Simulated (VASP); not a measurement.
The system is SnO.

```xyz
2
Lattice="3.1314 0.0000 0.0000 0.0000 3.1314 0.0000 0.0000 0.0000 3.1314" Properties=species:S:1:pos:R:3 pbc="T T T"
Sn    0.0000    0.0000    0.0000
O     1.5657    1.5657    1.5657
```

- Program: VASP 6.6.1
- Task: relaxation of cell and atoms
- Functional: PBEsol
- Potentials or basis: VASP PAW PBE potentials, release 64 (Sn_d, O)
- Cutoff: 600 eV
- k mesh: 8 × 8 × 8
- Occupations: fermi-dirac, width 0.02 eV
- Spin: no spin polarisation

At the start: pressure -4.9 GPa; volume 15.35 Å³/atom.

Q: Where does the relaxation end?

A: Over 3 steps the energy falls by 11.6 meV/atom and the volume is 14.63 Å³/atom (-4.7 %); space group Pm-3m (No. 221, to 0.1 Å) before and after.

Step by step:
```
step  energy change (eV)  largest force (eV/Å)  pressure (GPa)  volume (Å³)
   1              0.0000                0.0000           -4.94        30.70
   2             -0.0188                0.0000            2.38        28.65
   3             -0.0232                0.0000            0.00        29.25
```

Final structure:
```yaml
crystal:
  lattice:
    - [3.08113, 0.00000, 0.00000]
    - [0.00000, 3.08113, 0.00000]
    - [0.00000, 0.00000, 3.08113]
  atoms:
    - { symbol: Sn, position: [0.00000, 0.00000, 0.00000] }
    - { symbol: O, position: [0.50000, 0.50000, 0.50000] }
```

Caveat: the PAW data sets were made with another functional, which shifts forces and pressure a little.
